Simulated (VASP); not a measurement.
# Rb in VASP: a series of runs

Runs on Rb. Level: PBE. Tasks: single point.

All numbers are computed with VASP 6.6.1; they aren't measurements. Logs are shortened: lines on timing, memory, paths and dates and some standing lists are left out, and cuts for length are marked.

## Step 1: The cell of the first run

The cell holds a sheet with vacuum, 2 atoms: a = 4.733 Å, b = 4.733 Å, c = 31.791 Å, α = 90.00°, β = 90.00°, γ = 90.00°.

## Step 2: Single point, PBE

INCAR

```
SYSTEM = Rb
ALGO = Normal
DIPOL = 0.5 0.5 0.267
EDIFF = 1E-6
ENCUT = 520
GGA = PE
IDIPOL = 3
ISIF = 2
ISMEAR = 0
LASPH = .TRUE.
LCHARG = .FALSE.
LDIPOL = .TRUE.
LREAL = .FALSE.
LWAVE = .FALSE.
NBANDS = 16
NELM = 100
PREC = Accurate
SIGMA = 0.1
```

KPOINTS

```
k-points
0
G
  12 12 1
  0 0 0
```

POSCAR

```
Rb
1.0
    4.7327881175      0.0000000000      0.0000000000
    0.0000000000      4.7327881175      0.0000000000
    0.0000000000      0.0000000000     31.7912291673
Rb
2
Direct
    0.0000000000      0.5000000000      0.2066828578
    0.5000000000      0.0000000000      0.3280558247
```

Potentials or basis: VASP PAW PBE potentials, release 64 (Rb_sv).

The run is started by

```console
$ cat potpaw_PBE.64/Rb_sv/POTCAR > POTCAR
$ mpirun -np 1 vasp_std > vasp.out
```

OUTCAR:

```text
SYSTEM = Rb
   EDIFF = 1E-6
   ENCUT = 520
   GGA = PE
   ISIF = 2
   ISMEAR = 0
   LASPH = .TRUE.
   LREAL = .FALSE.
   NELM = 100
   PREC = Accurate

 ion  position               nearest neighbor table
   1  0.000  0.500  0.207-   2 5.11   2 5.11   2 5.11   2 5.11
   2  0.500  0.000  0.328-   1 5.11   1 5.11   1 5.11   1 5.11

  LATTYP: Found a simple tetragonal cell.
 ALAT       =     4.7327881175
 C/A-ratio  =     6.7172306002

  Lattice vectors:

 A1 = (   4.7327881175,   0.0000000000,   0.0000000000)
 A2 = (   0.0000000000,   4.7327881175,   0.0000000000)
 A3 = (   0.0000000000,   0.0000000000,  31.7912291673)

Analysis of symmetry for initial positions (statically):
=====================================================================
 Subroutine PRICEL returns:
 Original cell was already a primitive cell.

 Routine SETGRP: Setting up the symmetry group for a
 simple tetragonal supercell.

 Subroutine GETGRP returns: Found 16 space group operations
 (whereof  4 operations were pure point group operations)
 out of a pool of 16 trial point group operations.

The static configuration has the point symmetry C_2v.
 The point group associated with its full space group is D_4h.

Analysis of symmetry for dynamics (positions and initial velocities):
=====================================================================
 Subroutine PRICEL returns:
 Original cell was already a primitive cell.

 Routine SETGRP: Setting up the symmetry group for a
 simple tetragonal supercell.

 Subroutine GETGRP returns: Found 16 space group operations
 (whereof  4 operations were pure point group operations)
 out of a pool of 16 trial point group operations.

The dynamic configuration has the point symmetry C_2v.
 The point group associated with its full space group is D_4h.

 Subroutine INISYM returns: Found 16 space group operations
 (whereof  4 operations are pure point group operations),
 and found     1 'primitive' translations

----------------------------------------------------------------------------------------

                                     Primitive cell

  volume of cell :     712.1008

  direct lattice vectors                    reciprocal lattice vectors
     4.732788118  0.000000000  0.000000000     0.211291944  0.000000000  0.000000000
     0.000000000  4.732788118  0.000000000     0.000000000  0.211291944  0.000000000
     0.000000000  0.000000000 31.791229167     0.000000000  0.000000000  0.031455217

  length of vectors
     4.732788118  4.732788118 31.791229167     0.211291944  0.211291944  0.031455217

  position of ions in fractional coordinates (direct lattice)
     0.000000000  0.500000000  0.206682858
     0.500000000  0.000000000  0.328055825

  ion indices of the primitive-cell ions
   primitive index   ion index
                 1           1
                 2           2

----------------------------------------------------------------------------------------

 KPOINTS: k-points

Automatic generation of k-mesh.
 Grid dimensions read from file:
 generate k-points for:   12   12    1

 Generating k-lattice:

  Cartesian coordinates                     Fractional coordinates (reciprocal lattice)
     0.017607662  0.000000000  0.000000000     0.083333333  0.000000000  0.000000000
     0.000000000  0.017607662  0.000000000     0.000000000  0.083333333  0.000000000
     0.000000000  0.000000000  0.031455217     0.000000000  0.000000000  1.000000000

  Length of vectors
     0.017607662  0.017607662  0.031455217

  Shift w.r.t. Gamma in fractional coordinates (k-lattice)
     0.000000000  0.000000000  0.000000000

 Subroutine IBZKPT returns following result:
 ===========================================

 Found     28 irreducible k-points:

 Following reciprocal coordinates:
            Coordinates               Weight
  0.000000  0.000000  0.000000      1.000000
  0.083333  0.000000  0.000000      4.000000
  0.166667  0.000000  0.000000      4.000000
  0.250000  0.000000  0.000000      4.000000
  0.333333  0.000000  0.000000      4.000000
  0.416667  0.000000  0.000000      4.000000
[... 16 lines left out ...]
  0.333333  0.333333  0.000000      4.000000
  0.416667  0.333333  0.000000      8.000000
 [... further k-points ...]
   k-points           NKPTS =     28   k-points in BZ     NKDIM =     28   number of bands    NBANDS=     16
   number of dos      NEDOS =    301   number of ions     NIONS =      2
   total plane-waves  NPLWV = 311040
   dimension x,y,z NGX =    36 NGY =   36 NGZ =  240
   dimension x,y,z NGXF=    72 NGYF=   72 NGZF=  480
   ions per type =               2
   NGX,Y,Z   is equivalent  to a cutoff of  12.65, 12.65, 12.55 a.u.
   NGXF,Y,Z  is equivalent  to a cutoff of  25.29, 25.29, 25.10 a.u.
 SYSTEM =  Rb
   PREC   = accura    normal or accurate (medium, high low for compatibility)
   ISTART =      0    job   : 0-new  1-cont  2-samecut
   ICHARG =      2    charge: 1-file 2-atom 10-const
   ISPIN  =      1    spin polarized calculation?
   LNONCOLLINEAR =      F non collinear calculations
   LSORBIT =      F    spin-orbit coupling
   LASPH  =      T    aspherical Exc in radial PAW
   ENCUT  =  520.0 eV  38.22 Ry    6.18 a.u.   8.80  8.80 59.11*2*pi/ulx,y,z
   NELM   =    100;   NELMIN=  2; NELMDL= -5     # of ELM steps
   EDIFF  = 0.1E-05   stopping-criterion for ELM
   LREAL  =      F    real-space projection
   EDIFFG = 0.1E-04   stopping-criterion for IOM
   NSW    =      0    number of steps for IOM
   IBRION =     -1    ionic relax: 0-MD 1-quasi-New 2-CG
   NFREE  =      0    steps in history (QN), initial steepest desc. (CG)
   ISIF   =      2    stress and relaxation
   ISYM   =      2    0-nonsym 1-usesym 2-fastsym
   POTIM  = 0.5000    time-step for ionic-motion
   TEBEG  =    0.0;   TEEND  =   0.0 temperature during run
   PSTRESS=    0.0 pullay stress
   NELECT =      18.0000    total number of electrons
   NUPDOWN=      -1.0000    fix difference up-down
   EMIN   =  10.00;   EMAX   =-10.00  energy-range for DOS
   EFERMI =   0.00;   METHOD = LEGACY
   ISMEAR =     0;   SIGMA  =   0.10  broadening in eV -4-tet -1-fermi 0-gaus
   EFERMI_NEDOS =   21; number of points for ismear=-14 and -15
   IALGO  =     38    algorithm
   IMIX   =      4    mixing-type and parameters
     AMIX     =   0.40;   BMIX     =  1.00
     AMIX_MAG =   1.60;   BMIX_MAG =  1.00
  volume/ion in A,a.u.               =     356.05      2402.75
  Fermi-wavevector in a.u.,A,eV,Ry     =   0.480454  0.907926  3.140716  0.230836
  Thomas-Fermi vector in A             =   1.478018
   LORBIT       =      0    0 simple, 1 ext, 2 COOP (PROOUT), +10 PAW based schemes
   GGA     = PE    functional components
   LHFCALC =     F    Hartree Fock is set to
   AEXX    =    0.0000 exact exchange contribution
   IVDW    =     0    specifies the selected vdW correction
   LEPSILON=     F    determine dielectric tensor
   LRPA    =     F    only Hartree local field effects (RPA)
 non-spin polarized calculation
 Gauss-broadening in eV      SIGMA  =   0.10
  energy-cutoff  :      520.00
  volume of cell :      712.10
 maximum number of plane-waves:     19226
 NGX is ok and might be reduce to    36
   NGX = 17   NGY = 17   NGZ =119

 dipolmoment           0.000000      0.000000     -0.000011 electrons x Angstroem

 number of electron      18.0000000 magnetization

 dipolmoment           0.000000      0.000000      0.000003 electrons x Angstroem

 Free energy of the ion-electron system (eV)
  ---------------------------------------------------
  ext. energy  EPLUGINS =         0.00000000
  ---------------------------------------------------
  free energy    TOTEN  =        -1.62399538 eV

  energy without entropy =       -1.61539206  energy(sigma->0) =       -1.61969372

 E-fermi :  -1.6452     XC(G=0):  -1.8087

 val. band max:       -1.6475752921   @ k =   0.2500   0.1667   0.0000
 cond. band min:      -1.6061055900   @ k =   0.4167   0.2500   0.0000
 fundamental gap:      0.0414697021
 Fermi energy:        -1.6451924339

 k-point     1 :       0.0000    0.0000    0.0000
  band No.  band energies     occupation
      1     -30.7286      2.00000
      2     -30.7266      2.00000
      3     -14.8489      2.00000
      4     -14.8038      2.00000
      5     -14.7698      2.00000
      6     -14.7698      2.00000
[... 8 lines left out ...]
     15       0.7434      0.00000
     16       0.8435      0.00000

 k-point     2 :       0.0833    0.0000    0.0000
  band No.  band energies     occupation
      1     -30.7284      2.00000
      2     -30.7264      2.00000
      3     -14.8477      2.00000
      4     -14.8045      2.00000
      5     -14.7753      2.00000
      6     -14.7690      2.00000
[... 8 lines left out ...]
     15       0.7839      0.00000
     16       0.8820      0.00000

 k-point     3 :       0.1667    0.0000    0.0000
  band No.  band energies     occupation
      1     -30.7277      2.00000
      2     -30.7259      2.00000
      3     -14.8446      2.00000
      4     -14.8086      2.00000
      5     -14.7883      2.00000
      6     -14.7814      2.00000
[... 8 lines left out ...]
     15       0.9064      0.00000
     16       0.9927      0.00000

 k-point     4 :       0.2500    0.0000    0.0000
  band No.  band energies     occupation
      1     -30.7268      2.00000
      2     -30.7253      2.00000
      3     -14.8414      2.00000
      4     -14.8228      2.00000
      5     -14.8029      2.00000
      6     -14.7976      2.00000
[... 8 lines left out ...]
     15       0.9389      0.00000
     16       1.0927      0.00000
[... 324 lines left out ...]
 k-point    22 :       0.5000    0.2500    0.0000
  band No.  band energies     occupation
      1     -30.7229      2.00000
      2     -30.7229      2.00000
      3     -14.8556      2.00000
      4     -14.8556      2.00000
      5     -14.8089      2.00000
      6     -14.8089      2.00000
[... 8 lines left out ...]
     15       1.0833      0.00000
     16       1.0833      0.00000

 k-point    23 :       0.3333    0.3333    0.0000
  band No.  band energies     occupation
      1     -30.7232      2.00000
      2     -30.7227      2.00000
      3     -14.8383      2.00000
      4     -14.8345      2.00000
      5     -14.8259      2.00000
      6     -14.8164      2.00000
[... 8 lines left out ...]
     15       1.0460      0.00000
     16       1.1391      0.00000

 k-point    24 :       0.4167    0.3333    0.0000
  band No.  band energies     occupation
      1     -30.7225      2.00000
      2     -30.7222      2.00000
      3     -14.8478      2.00000
      4     -14.8474      2.00000
      5     -14.8241      2.00000
      6     -14.8200      2.00000
[... 8 lines left out ...]
     15       0.9708      0.00000
     16       1.0533      0.00000

 [... further k-points ...]

------------------------ aborting loop because EDIFF is reached ----------------------------------------

 vacuum level on the upper side and lower side of the slab       (xc-potential included)        -0.008        -0.008

  FORCE on cell =-STRESS in cart. coord.  units (eV):
  Direction    XX          YY          ZZ          XY          YZ          ZX
  --------------------------------------------------------------------------------------
  -------------------------------------------------------------------------------------
  Total        0.0089663      0.0089663     -0.0003552     -0.0000000      0.0000000      0.0000000
  in kB        0.0201735      0.0201735     -0.0007992     -0.0000000      0.0000000      0.0000000
  external PRESSURE =       0.0131826 kB  Pullay stress =       0.0000000 kB

 VOLUME and BASIS-vectors are now :
 -----------------------------------------------------------------------------
  energy-cutoff  :      520.00
  volume of cell :      712.10
      direct lattice vectors                 reciprocal lattice vectors
     4.732788118  0.000000000  0.000000000     0.211291944  0.000000000  0.000000000
     0.000000000  4.732788118  0.000000000     0.000000000  0.211291944  0.000000000
     0.000000000  0.000000000 31.791229167     0.000000000  0.000000000  0.031455217

 POSITION                                       TOTAL-FORCE (eV/Angst)
 -----------------------------------------------------------------------------------
      0.00000      2.36639      6.57070         0.000000     -0.000000     -0.000539
      2.36639      0.00000     10.42930        -0.000000      0.000000      0.000539
 -----------------------------------------------------------------------------------
    total drift:                                0.000000      0.000000      0.000015

  FREE ENERGIE OF THE ION-ELECTRON SYSTEM (eV)
  ---------------------------------------------------
  free  energy   TOTEN  =        -1.6239953759 eV

  energy  without entropy=       -1.6153920610  energy(sigma->0) =       -1.61969372

 vacuum level on the upper side and lower side of the slab         0.633         0.633
```

It took 12 min on 1 thread of Intel Xeon Platinum 8259CL at 2.50GHz (Skylake/Cascade Lake), shared host; peak memory 0.73 GiB.

Results:

```yaml
Free_energy: -1.6240 eV
Band_gap_on_the_k_mesh: zero (band 9 reaches -0.66 eV, above the bottom of band 10 at -2.36 eV)
```

## Step 3: Single point, PBE

INCAR

```
PREC     = Accurate       # precision mode
ENCUT    = 520            # plane-wave cutoff, eV
EDIFF    = 1E-7           # SCF threshold, eV
ISMEAR   = 0              # smearing method
SIGMA    = 0.1            # smearing width, eV
LREAL    = F              # projectors in reciprocal space
LASPH    = T              # aspherical terms in the spheres
NELM     = 100            # most SCF steps
ALGO     = Normal         # electronic algorithm
ISIF     = 2              # what is computed and relaxed
LWAVE    = F              # write WAVECAR
LCHARG   = T              # write CHGCAR
LDIPOL   = T            
IDIPOL   = 3            
DIPOL    = 0.5 0.5 0.267
GGA      = PE             # functional
LELF     = T              # ELF
LVHAR    = T            
LVACPOTAV= T            
NBANDS   = 16             # bands
```

KPOINTS

```
Automatic mesh
0
Gamma
  12 12 1
```

POSCAR is that of step 2.

Potentials or basis: VASP PAW PBE potentials, release 64 (Rb_sv).

The run is started by

```console
$ cat potpaw_PBE.64/Rb_sv/POTCAR > POTCAR
$ mpirun -np 1 vasp_std > vasp.out
```

It took 7.4 min on 1 thread of Intel Xeon Platinum 8259CL at 2.50GHz (Skylake/Cascade Lake), shared host; peak memory 0.74 GiB.

Results (log left out):

```yaml
Free_energy: -1.6240 eV
Band_gap_on_the_k_mesh: zero (band 9 reaches -0.66 eV, above the bottom of band 10 at -2.36 eV)
Work_function_of_the_upper_face: 2.28 eV
Work_function_of_the_lower_face: 2.28 eV
```

Levels at points of the mesh, in eV from the Fermi level:
| k point | band 5 | band 6 | band 7 | band 8 | band 9 | band 10 | band 11 | band 12 | band 13 | band 14 |
| --- | --- | --- | --- | --- | --- | --- | --- | --- | --- | --- |
| (0.00, 0.00, 0.00) | -13.12 | -13.12 | -13.11 | -13.11 | -1.71 | -0.71 | 0.71 | 1.34 | 2.14 | 2.21 |
| (0.50, 0.00, 0.00) | -13.17 | -13.17 | -13.11 | -13.11 | 0.10 | 0.10 | 1.06 | 1.06 | 1.84 | 1.84 |
| (0.50, 0.50, 0.00) | -13.19 | -13.19 | -13.16 | -13.16 | 0.98 | 0.98 | 1.70 | 1.70 | 2.58 | 2.58 |

## Step 4: Single point, PBE

This run uses another cell than the first one, of 314.47 Å³/atom, 0.883 times its volume.

INCAR

```
  PREC = Accurate
  ENCUT = 520
  EDIFF = 1E-7
  ISMEAR = 0
  SIGMA = 0.1
  LREAL = False
  LASPH = True
  NELM = 60
  ALGO = Normal
  ISIF = 2
  LWAVE = False
  LCHARG = False
  LDIPOL = True
  IDIPOL = 3
  DIPOL = 0.5 0.5 0.289
  GGA = PE
  NBANDS = 16
```

KPOINTS

```
regular mesh
0
Gamma
  12 12 1
```

POSCAR

```
Rb
1.0
    4.6242893068      0.0000000000      0.0000000000
    0.0000000000      4.6242893068      0.0000000000
    0.0000000000      0.0000000000     29.4119998800
Rb
2
Direct
    0.0000000000      0.5000000000      0.2210727844
    0.5000000000      0.0000000000      0.3569225940
```

The run is started by

```console
$ cat potpaw_PBE.64/Rb_sv/POTCAR > POTCAR
$ mpirun -np 1 vasp_std > vasp.out
```

Wall time 19 min (1 thread of AMD EPYC 7R13, shared host); peak memory 0.7 GiB.

The run converged. Its results:

| Item | Value |
| --- | --- |
| Free energy | -1.6190 eV |
| Largest force | 0.013 eV/Å |
| Band gap on the k mesh | zero (band 9 reaches -0.59 eV, above the bottom of band 10 at -2.36 eV) |

Forces on the atoms (eV/Å):
```
Rb   0.000  0.000  0.013
Rb   0.000  0.000 -0.013
```

Levels at points of the mesh, in eV from the Fermi level:
| k point | band 6 | band 7 | band 8 | band 9 | band 10 | band 11 | band 12 | band 13 |
| --- | --- | --- | --- | --- | --- | --- | --- | --- |
| (0.00, 0.00, 0.00) | -13.12 | -13.11 | -13.11 | -1.75 | -0.80 | 0.64 | 1.29 | 2.10 |
| (0.50, 0.00, 0.00) | -13.16 | -13.10 | -13.10 | 0.15 | 0.15 | 1.06 | 1.06 | 1.80 |
| (0.50, 0.50, 0.00) | -13.20 | -13.16 | -13.16 | 0.97 | 0.97 | 1.79 | 1.79 | 2.66 |
